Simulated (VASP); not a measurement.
# ZnCd3Se3S in VASP: notebook

The runs below take ZnCd3Se3S through single point, relaxation of cell and atoms, with PBE.

Program: VASP 6.6.1. These are calculated values, not measurements. Logs are shortened: lines on timing, memory, paths and dates and some standing lists are left out, and cuts for length are marked.

## (1) The cell of the first run

It takes space group Pmm2 (No. 25, orthorhombic). The conventional cell has a = 4.220 Å, b = 4.246 Å, c = 12.104 Å, α = 90.00°, β = 90.00°, γ = 90.00°. Within 3.2 Å of Zn (site symmetry mm2) lie 2 S at 2.43 Å and 2 Se at 2.51 Å. Cd (site symmetry mm2) has 4 Se at 2.66 Å within 3.5 Å. Within 3.5 Å of Cd (site symmetry mm2) lie 4 Se at 2.66 to 2.67 Å. Within 3.4 Å of Cd (site symmetry mm2) lie 2 S at 2.58 Å and 2 Se at 2.66 Å. Se (site symmetry mm2) has 4 Cd at 2.66 Å within 3.5 Å. Se (site symmetry mm2) has 4 Cd at 2.66 Å within 3.5 Å. Se (site symmetry mm2) has 2 Zn at 2.51 Å and 2 Cd at 2.67 Å within 3.3 Å. S (site symmetry mm2) has 2 Zn at 2.43 Å and 2 Cd at 2.58 Å within 3.2 Å.

## (2) Single point, PBE

INCAR reads:

```
ALGO = Normal
EDIFF = 1E-6
ENCUT = 520
GGA = PE
ISIF = 2
ISMEAR = 0
LASPH = T
LCHARG = T
LELF = T
LREAL = F
LVHAR = T
LWAVE = F
NBANDS = 46
NELM = 60
PREC = Accurate
SIGMA = 0.02
```

KPOINTS reads:

```
k-points
0
Gamma
  6 6 4
```

POSCAR reads:

```
ZnCd3Se3S
1.0
    4.2199461756      0.0000000000      0.0000000000
    0.0000000000      4.2461028696      0.0000000000
    0.0000000000      0.0000000000     12.1037144623
Zn Cd Se S
1 3 3 1
Direct
    0.0000000000      0.0000000000      0.9910984217
    0.0000000000      0.0000000000      0.5035498887
    0.5000000000      0.5000000000      0.2360647178
    0.5000000000      0.5000000000      0.7706231637
    0.0000000000      0.5000000000      0.6364647200
    0.5000000000      0.0000000000      0.3691453387
    0.0000000000      0.5000000000      0.1014851927
    0.5000000000      0.0000000000      0.8915685566
```

Potentials or basis: VASP PAW PBE potentials, release 64 (Zn, Cd, Se, S).

Launch:

```
cat potpaw_PBE.64/Zn/POTCAR potpaw_PBE.64/Cd/POTCAR potpaw_PBE.64/Se/POTCAR potpaw_PBE.64/S/POTCAR > POTCAR
mpirun -np 1 vasp_std > vasp.out
```

OUTCAR:

```text
EDIFF = 1E-6
   ENCUT = 520
   GGA = PE
   ISIF = 2
   ISMEAR = 0
   LASPH = T
   LREAL = F
   NELM = 60
   PREC = Accurate

 ion  position               nearest neighbor table
   1  0.000  0.000  0.991-   8 2.43   8 2.43   7 2.51   7 2.51
   2  0.000  0.000  0.504-   5 2.66   5 2.66   6 2.66   6 2.66
   3  0.500  0.500  0.236-   6 2.66   6 2.66   7 2.67   7 2.67
   4  0.500  0.500  0.771-   8 2.58   8 2.58   5 2.66   5 2.66
   5  0.000  0.500  0.636-   4 2.66   4 2.66   2 2.66   2 2.66
   6  0.500  0.000  0.369-   2 2.66   2 2.66   3 2.66   3 2.66
   7  0.000  0.500  0.101-   1 2.51   1 2.51   3 2.67   3 2.67
   8  0.500  0.000  0.892-   1 2.43   1 2.43   4 2.58   4 2.58

  LATTYP: Found a simple orthorhombic cell.
 ALAT       =     4.2199461756
 B/A-ratio  =     1.0061983478
 C/A-ratio  =     2.8682153655

  Lattice vectors:

 A1 = (   4.2199461756,   0.0000000000,   0.0000000000)
 A2 = (   0.0000000000,   4.2461028696,   0.0000000000)
 A3 = (   0.0000000000,   0.0000000000,  12.1037144623)

Analysis of symmetry for initial positions (statically):
=====================================================================
 Subroutine PRICEL returns:
 Original cell was already a primitive cell.

 Routine SETGRP: Setting up the symmetry group for a
 simple orthorhombic supercell.

 Subroutine GETGRP returns: Found  4 space group operations
 (whereof  4 operations were pure point group operations)
 out of a pool of  8 trial point group operations.

The static configuration has the point symmetry C_2v.

Analysis of symmetry for dynamics (positions and initial velocities):
=====================================================================
 Subroutine PRICEL returns:
 Original cell was already a primitive cell.

 Routine SETGRP: Setting up the symmetry group for a
 simple orthorhombic supercell.

 Subroutine GETGRP returns: Found  4 space group operations
 (whereof  4 operations were pure point group operations)
 out of a pool of  8 trial point group operations.

The dynamic configuration has the point symmetry C_2v.

 Subroutine INISYM returns: Found  4 space group operations
 (whereof  4 operations are pure point group operations),
 and found     1 'primitive' translations

----------------------------------------------------------------------------------------

                                     Primitive cell

  volume of cell :     216.8783

  direct lattice vectors                    reciprocal lattice vectors
     4.219946176  0.000000000  0.000000000     0.236969847  0.000000000  0.000000000
     0.000000000  4.246102870  0.000000000     0.000000000  0.235510074  0.000000000
     0.000000000  0.000000000 12.103714462     0.000000000  0.000000000  0.082619266

  length of vectors
     4.219946176  4.246102870 12.103714462     0.236969847  0.235510074  0.082619266

  position of ions in fractional coordinates (direct lattice)
     0.000000000  0.000000000  0.991098422
     0.000000000  0.000000000  0.503549889
     0.500000000  0.500000000  0.236064718
     0.500000000  0.500000000  0.770623164
     0.000000000  0.500000000  0.636464720
     0.500000000  0.000000000  0.369145339
     0.000000000  0.500000000  0.101485193
     0.500000000  0.000000000  0.891568557

  ion indices of the primitive-cell ions
   primitive index   ion index
                 1           1
                 2           2
                 3           3
                 4           4
                 5           5
                 6           6
                 7           7
                 8           8

----------------------------------------------------------------------------------------

 KPOINTS: k-points

Automatic generation of k-mesh.
 Grid dimensions read from file:
 generate k-points for:    6    6    4

 Generating k-lattice:

  Cartesian coordinates                     Fractional coordinates (reciprocal lattice)
     0.039494975  0.000000000  0.000000000     0.166666667  0.000000000  0.000000000
     0.000000000  0.039251679  0.000000000     0.000000000  0.166666667  0.000000000
     0.000000000  0.000000000  0.020654816     0.000000000  0.000000000  0.250000000

  Length of vectors
     0.039494975  0.039251679  0.020654816

  Shift w.r.t. Gamma in fractional coordinates (k-lattice)
     0.000000000  0.000000000  0.000000000

 Subroutine IBZKPT returns following result:
 ===========================================

 Found     48 irreducible k-points:

 Following reciprocal coordinates:
            Coordinates               Weight
  0.000000  0.000000  0.000000      1.000000
  0.166667  0.000000  0.000000      2.000000
  0.333333  0.000000  0.000000      2.000000
  0.500000  0.000000  0.000000      1.000000
  0.000000  0.166667  0.000000      2.000000
  0.166667  0.166667  0.000000      4.000000
[... 16 lines left out ...]
  0.333333  0.166667  0.250000      8.000000
  0.500000  0.166667  0.250000      4.000000
 [... further k-points ...]
   k-points           NKPTS =     48   k-points in BZ     NKDIM =     48   number of bands    NBANDS=     46
   number of dos      NEDOS =    301   number of ions     NIONS =      8
   total plane-waves  NPLWV =  92160
   dimension x,y,z NGX =    32 NGY =   32 NGZ =   90
   dimension x,y,z NGXF=    64 NGYF=   64 NGZF=  180
   ions per type =               1   3   3   1
   NGX,Y,Z   is equivalent  to a cutoff of  12.61, 12.53, 12.36 a.u.
   NGXF,Y,Z  is equivalent  to a cutoff of  25.21, 25.06, 24.72 a.u.
 SYSTEM =  unknown system
   PREC   = accura    normal or accurate (medium, high low for compatibility)
   ISTART =      0    job   : 0-new  1-cont  2-samecut
   ICHARG =      2    charge: 1-file 2-atom 10-const
   ISPIN  =      1    spin polarized calculation?
   LNONCOLLINEAR =      F non collinear calculations
   LSORBIT =      F    spin-orbit coupling
   LASPH  =      T    aspherical Exc in radial PAW
   ENCUT  =  520.0 eV  38.22 Ry    6.18 a.u.   7.85  7.89 22.50*2*pi/ulx,y,z
   NELM   =     60;   NELMIN=  2; NELMDL= -5     # of ELM steps
   EDIFF  = 0.1E-05   stopping-criterion for ELM
   LREAL  =      F    real-space projection
[... 7 lines left out ...]
   TEBEG  =    0.0;   TEEND  =   0.0 temperature during run
   PSTRESS=    0.0 pullay stress
   NELECT =      72.0000    total number of electrons
   NUPDOWN=      -1.0000    fix difference up-down
   EMIN   =  10.00;   EMAX   =-10.00  energy-range for DOS
   EFERMI =   0.00;   METHOD = LEGACY
   ISMEAR =     0;   SIGMA  =   0.02  broadening in eV -4-tet -1-fermi 0-gaus
   EFERMI_NEDOS =   21; number of points for ismear=-14 and -15
   IALGO  =     38    algorithm
   IMIX   =      4    mixing-type and parameters
     AMIX     =   0.40;   BMIX     =  1.00
     AMIX_MAG =   1.60;   BMIX_MAG =  1.00
  volume/ion in A,a.u.               =      27.11       182.95
  Fermi-wavevector in a.u.,A,eV,Ry     =   1.133566  2.142130 17.483116  1.284973
  Thomas-Fermi vector in A             =   2.270269
   LORBIT       =      0    0 simple, 1 ext, 2 COOP (PROOUT), +10 PAW based schemes
   GGA     = PE    functional components
   LHFCALC =     F    Hartree Fock is set to
   AEXX    =    0.0000 exact exchange contribution
   IVDW    =     0    specifies the selected vdW correction
   LEPSILON=     F    determine dielectric tensor
   LRPA    =     F    only Hartree local field effects (RPA)
 non-spin polarized calculation
 Gauss-broadening in eV      SIGMA  =   0.02
  energy-cutoff  :      520.00
  volume of cell :      216.88
 maximum number of plane-waves:      5872
 NGX is ok and might be reduce to    32
   NGX = 15   NGY = 15   NGZ = 45

 number of electron      72.0000033 magnetization

 Free energy of the ion-electron system (eV)
  ---------------------------------------------------
  ext. energy  EPLUGINS =         0.00000000
  ---------------------------------------------------
  free energy    TOTEN  =       -23.08824682 eV

  energy without entropy =      -23.08824682  energy(sigma->0) =      -23.08824682

 E-fermi :   1.0065     XC(G=0):  -8.8567

 val. band max:        0.9196633426   @ k =   0.0000   0.0000   0.0000
 cond. band min:       1.5619109703   @ k =   0.0000   0.0000   0.0000
 fundamental gap:      0.6422476277
 Fermi energy:         1.0064889075

 k-point     1 :       0.0000    0.0000    0.0000
  band No.  band energies     occupation
      1     -11.6624      2.00000
      2     -11.3473      2.00000
      3     -11.2485      2.00000
      4     -10.9935      2.00000
      5      -6.8885      2.00000
      6      -6.8875      2.00000
[... 38 lines left out ...]
     45       6.9342      0.00000
     46       6.9595      0.00000

 k-point     2 :       0.1667    0.0000    0.0000
  band No.  band energies     occupation
      1     -11.5850      2.00000
      2     -11.3057      2.00000
      3     -11.2175      2.00000
      4     -10.9976      2.00000
      5      -6.8812      2.00000
      6      -6.8769      2.00000
[... 38 lines left out ...]
     45       7.0525      0.00000
     46       7.2563      0.00000

 k-point     3 :       0.3333    0.0000    0.0000
  band No.  band energies     occupation
      1     -11.3969      2.00000
      2     -11.2170      2.00000
      3     -11.1581      2.00000
      4     -11.0349      2.00000
      5      -6.8631      2.00000
      6      -6.8476      2.00000
[... 38 lines left out ...]
     45       7.3323      0.00000
     46       7.3558      0.00000

 k-point     4 :       0.5000    0.0000    0.0000
  band No.  band energies     occupation
      1     -11.2500      2.00000
      2     -11.1480      2.00000
      3     -11.1447      2.00000
      4     -11.1109      2.00000
      5      -6.8433      2.00000
      6      -6.8415      2.00000
[... 920 lines left out ...]
     45       7.1913      0.00000
     46       7.2689      0.00000

 k-point    23 :       0.3333    0.1667    0.2500
  band No.  band energies     occupation
      1     -11.3333      2.00000
      2     -11.1973      2.00000
      3     -11.1112      2.00000
      4     -11.0266      2.00000
      5      -6.8395      2.00000
      6      -6.8218      2.00000
[... 38 lines left out ...]
     45       7.2246      0.00000
     46       7.4198      0.00000

 k-point    24 :       0.5000    0.1667    0.2500
  band No.  band energies     occupation
      1     -11.2022      2.00000
      2     -11.1174      2.00000
      3     -11.1144      2.00000
      4     -11.0821      2.00000
      5      -6.8206      2.00000
      6      -6.8200      2.00000
[... 38 lines left out ...]
     45       7.3546      0.00000
     46       7.4463      0.00000

 [... further k-points ...]
[... 5 lines left out ...]
  --------------------------------------------------------------------------------------
  -------------------------------------------------------------------------------------
  Total        0.3536123      0.3486167      0.3540523      0.0000000      0.0000000      0.0000000
  in kB        2.6122927      2.5753878      2.6155435      0.0000000      0.0000000      0.0000000
  external PRESSURE =       2.6010746 kB  Pullay stress =       0.0000000 kB

 VOLUME and BASIS-vectors are now :
 -----------------------------------------------------------------------------
  energy-cutoff  :      520.00
  volume of cell :      216.88
      direct lattice vectors                 reciprocal lattice vectors
     4.219946176  0.000000000  0.000000000     0.236969847  0.000000000  0.000000000
     0.000000000  4.246102870  0.000000000     0.000000000  0.235510074  0.000000000
     0.000000000  0.000000000 12.103714462     0.000000000  0.000000000  0.082619266

 POSITION                                       TOTAL-FORCE (eV/Angst)
 -----------------------------------------------------------------------------------
      0.00000      0.00000     11.99597         0.000000      0.000000     -0.004368
      0.00000      0.00000      6.09482         0.000000      0.000000      0.003282
      2.10997      2.12305      2.85726         0.000000      0.000000      0.007176
      2.10997      2.12305      9.32740         0.000000      0.000000     -0.005455
      0.00000      2.12305      7.70359         0.000000      0.000000     -0.004295
      2.10997      0.00000      4.46803         0.000000      0.000000     -0.002054
      0.00000      2.12305      1.22835         0.000000      0.000000     -0.021374
      2.10997      0.00000     10.79129         0.000000      0.000000      0.027088
 -----------------------------------------------------------------------------------
    total drift:                                0.000000      0.000000     -0.003365

  FREE ENERGIE OF THE ION-ELECTRON SYSTEM (eV)
  ---------------------------------------------------
  free  energy   TOTEN  =       -23.0882468210 eV

  energy  without entropy=      -23.0882468210  energy(sigma->0) =      -23.08824682
```

It took 6.5 min on 1 thread of Intel Xeon Platinum 8259CL at 2.50GHz (Skylake/Cascade Lake), shared host; peak memory 0.57 GiB.

What came out:

```
Free energy            : -23.0882 eV
Pressure               : 0.3 GPa
Largest force          : 0.027 eV/Å
Band gap on the k mesh : 0.64 eV
```

Forces in eV/Å, atoms in the order of the input:
```
Zn   0.000  0.000 -0.004
Cd   0.000  0.000  0.003
Cd   0.000  0.000  0.007
Cd   0.000  0.000 -0.005
Se   0.000  0.000 -0.004
Se   0.000  0.000 -0.002
Se   0.000  0.000 -0.021
S    0.000  0.000  0.027
```

## (3) Single point, PBE

This run uses another cell than the first one, of 27.20 Å³/atom.

INCAR reads:

```
SYSTEM = ZnCd3Se3S
  ALGO = Normal
  EDIFF = 1E-6
  ENCUT = 520
  GGA = PE
  ISIF = 2
  ISMEAR = 0
  LASPH = .True.
  LCHARG = .True.
  LELF = .True.
  LREAL = .False.
  LVHAR = .True.
  LWAVE = .False.
  NBANDS = 46
  NELM = 100
  PREC = Accurate
  SIGMA = 0.15
```

KPOINTS reads:

```
k-points
0
Gamma
  3 3 1
  0 0 0
```

POSCAR reads:

```
ZnCd3Se3S
1.0
    4.2896602439      0.0000000000      0.0000000000
    0.0000000000      4.2667617719      0.0000000000
    0.0000000000      0.0000000000     11.8881032786
Zn Cd Se S
1 3 3 1
Direct
    0.0000000000      0.0000000000      0.0088288388
    0.0000000000      0.0000000000      0.4963014280
    0.5000000000      0.5000000000      0.7645912765
    0.5000000000      0.5000000000      0.2284304994
    0.5000000000      0.0000000000      0.3631581511
    0.0000000000      0.5000000000      0.6313298715
    0.5000000000      0.0000000000      0.8998177399
    0.0000000000      0.5000000000      0.1075421949
```

Potentials or basis: VASP PAW PBE potentials, release 64 (Zn, Cd, Se, S).

Launch:

```
cat potpaw_PBE.64/Zn/POTCAR potpaw_PBE.64/Cd/POTCAR potpaw_PBE.64/Se/POTCAR potpaw_PBE.64/S/POTCAR > POTCAR
mpirun -np 1 vasp_std > vasp.out
```

It took 1.7 min on 1 thread of Intel Xeon 8259CL, shared host; peak memory 0.3 GiB.

The run converged. Its results:

```yaml
Free_energy: -22.8166 eV
Pressure: 0.3 GPa
Largest_force: 0.039 eV/Å
Band_gap_on_the_k_mesh: 0.65 eV
```

Forces in eV/Å, atoms in the order of the input:
```
Zn   0.000  0.000  0.029
Cd   0.000  0.000  0.010
Cd   0.000  0.000  0.011
Cd   0.000  0.000  0.013
Se   0.000  0.000 -0.012
Se   0.000  0.000 -0.011
Se   0.000  0.000  0.000
S    0.000  0.000 -0.039
```

Stress tensor (GPa, compression positive):
```
0.36 0.00 0.00
0.00 0.25 0.00
0.00 0.00 0.18
```

Levels at points of the mesh, in eV from the valence-band top:
| k point | band 32 | band 33 | band 34 | band 35 | band 36 | band 37 | band 38 | band 39 | band 40 | band 41 |
| --- | --- | --- | --- | --- | --- | --- | --- | --- | --- | --- |
| (0.00, 0.00, 0.00) | -1.03 | -0.82 | -0.12 | -0.06 | 0.00 | 0.65 | 2.95 | 3.14 | 3.50 | 3.63 |

Caveat: the k points lie up to 0.53 Å⁻¹ apart.

## (4) Single point, PBE

INCAR reads:

```
PREC = Accurate
ENCUT = 520
EDIFF = 1E-7
ISMEAR = 0
SIGMA = 0.1
LREAL = False
LASPH = True
NELM = 80
ALGO = Normal
ISIF = 2
LWAVE = False
LCHARG = False
GGA = PE
NBANDS = 46
```

KPOINTS reads:

```
regular mesh
0
Gamma
  4 4 1
```

POSCAR reads:

```
ZnCd3Se3S
1.0
    4.2199461756      0.0000000000      0.0000000000
    0.0000000000      4.2461028696      0.0000000000
    0.0000000000      0.0000000000     12.1037144623
Zn Cd Se S
1 3 3 1
Direct
    0.0000000000      0.0000000000      0.9910984217
    0.0000000000      0.0000000000      0.5035498887
    0.5000000000      0.5000000000      0.2360647178
    0.5000000000      0.5000000000      0.7706231637
    0.0000000000      0.5000000000      0.6364647200
    0.5000000000      0.0000000000      0.3691453387
    0.0000000000      0.5000000000      0.1014851927
    0.5000000000      0.0000000000      0.8915685566
```

Launch:

```
cat potpaw_PBE.64/Zn/POTCAR potpaw_PBE.64/Cd/POTCAR potpaw_PBE.64/Se/POTCAR potpaw_PBE.64/S/POTCAR > POTCAR
mpirun -np 1 vasp_std > vasp.out
```

Run time: 3.3 min. Hardware: 1 thread of Intel Xeon 8259CL, shared host; peak memory 0.34 GiB.

The run converged. Its results:

| Property | Result |
| --- | --- |
| Free energy | -23.0127 eV |
| Pressure | 0.3 GPa |
| Largest force | 0.038 eV/Å |
| Band gap on the k mesh | 0.64 eV |

Forces on the atoms (eV/Å):
```
Zn   0.000  0.000 -0.002
Cd   0.000  0.000  0.003
Cd   0.000  0.000  0.005
Cd   0.000  0.000 -0.005
Se   0.000  0.000 -0.003
Se   0.000  0.000 -0.003
Se   0.000  0.000 -0.034
S    0.000  0.000  0.038
```

Stress tensor (GPa, compression positive):
```
0.36 0.00 0.00
0.00 0.35 0.00
0.00 0.00 0.16
```

Levels at points of the mesh, in eV from the valence-band top:
| k point | band 33 | band 34 | band 35 | band 36 | band 37 | band 38 | band 39 | band 40 |
| --- | --- | --- | --- | --- | --- | --- | --- | --- |
| (0.00, 0.00, 0.00) | -0.80 | -0.20 | -0.06 | 0.00 | 0.64 | 3.01 | 3.18 | 3.44 |
| (0.50, 0.00, 0.00) | -0.84 | -0.80 | -0.55 | -0.55 | 2.34 | 2.34 | 3.63 | 3.81 |
| (0.00, 0.50, 0.00) | -0.82 | -0.58 | -0.52 | -0.51 | 2.23 | 2.49 | 3.53 | 3.89 |
| (0.50, 0.50, 0.00) | -1.91 | -1.86 | -1.80 | -1.78 | 3.08 | 3.27 | 3.55 | 3.73 |

Caveat: the k points lie up to 0.52 Å⁻¹ apart.

(Part 1 of 2 ends here.)
